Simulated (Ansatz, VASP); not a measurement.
One calculation of Cu, two programs

```
Cu
1.0
     2.58380    0.00000    0.00000
    -1.29190    2.23763    0.00000
     0.00000    0.00000    4.19323
Cu
2
Direct
  0.66667 0.33333 0.75000
  0.33333 0.66667 0.25000
```

Alike in both runs: task single point; functional PBE0; k mesh 6 × 6 × 4; occupations fermi-dirac, width 0.05 eV; no spin polarisation.

|  | VASP | Ansatz |
| --- | --- | --- |
| version | VASP 6.6.1 | Ansatz 0.2.0 |
| potentials or method | VASP PAW PBE potentials, release 64 (Cu) | Ansatz PAW |
| plane-wave cutoff (eV) | 520 | 420 |
| valence electrons in the cell | 22 | 38 |

```tsv
	VASP	Ansatz	Ansatz less VASP
gap on the k mesh at the Fermi level (eV)	none	none	-
pressure (GPa)	-0.1	-0.3	-0.20
traceless stress, the component that is largest in VASP (GPa)	-1.88	-1.84	+0.037
```

A gap of «none» marks a metal or a gap that the smearing closes. The functional is the same, so the differences come from potentials, cutoffs and numerics. VASP's potentials hold 22 valence electrons a cell and Ansatz's 38, so a difference there can come from the potentials and not from the codes.

The k mesh is coarse, so the values compare programs but aren't converged.
